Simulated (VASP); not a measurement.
Set up this calculation in VASP 6.6.1, as the native input.

```yaml
Task: single point
Functional: LDA
Potentials_or_basis: VASP PAW LDA potentials, release 64 (Ir)
Cutoff: 500 eV
k_mesh: 18 × 18 × 10
Occupations: gaussian, width 0.15 eV
Spin: no spin polarisation
Dipole_correction: no
Further_INCAR_settings: ALGO = Normal; EDIFF = 1e-06; NBANDS = 16
```

The structure of Ir lies in POSCAR:

```
Ir
1.0
    2.6512000000      0.0000000000      0.0000000000
   -1.3256000000      2.2960065505      0.0000000000
    0.0000000000      0.0000000000      4.0353000000
Ir
2
Direct
    0.6666666667      0.3333333333      0.7500000000
    0.3333333333      0.6666666667      0.2500000000
```

This isn't the form of Ir at room conditions, which is fcc.

These files were run (other wordings do the same):

INCAR

```
SYSTEM = Ir
ALGO = Normal
EDIFF = 1E-6
ENCUT = 500
GGA_COMPAT = .False.
ISIF = 2
ISMEAR = 0
LASPH = .True.
LCHARG = .True.
LELF = .True.
LREAL = .False.
LVHAR = .True.
LWAVE = .False.
NBANDS = 16
NELM = 120
PREC = Accurate
SIGMA = 0.15
```

KPOINTS

```
k-points
0
Gamma
  18 18 10
  0 0 0
```

Potentials or basis: VASP PAW LDA potentials, release 64 (Ir).

Command:

```sh
$ cat potpaw_LDA.64/Ir/POTCAR > POTCAR
$ mpirun -np 1 vasp_std > vasp.out
```

Results of the run:

```
Pressure               : 75.6 GPa
Band gap on the k mesh : zero (bands 9 and 10 overlap by 4.08 eV)
```

Caveat: the cell stands under pressure; spin-orbit coupling is left out, which moves the levels of the heavy elements.

Run time: 120 s on 1 thread of AMD EPYC 7R13, on a shared host, peak memory 0.15 GiB.
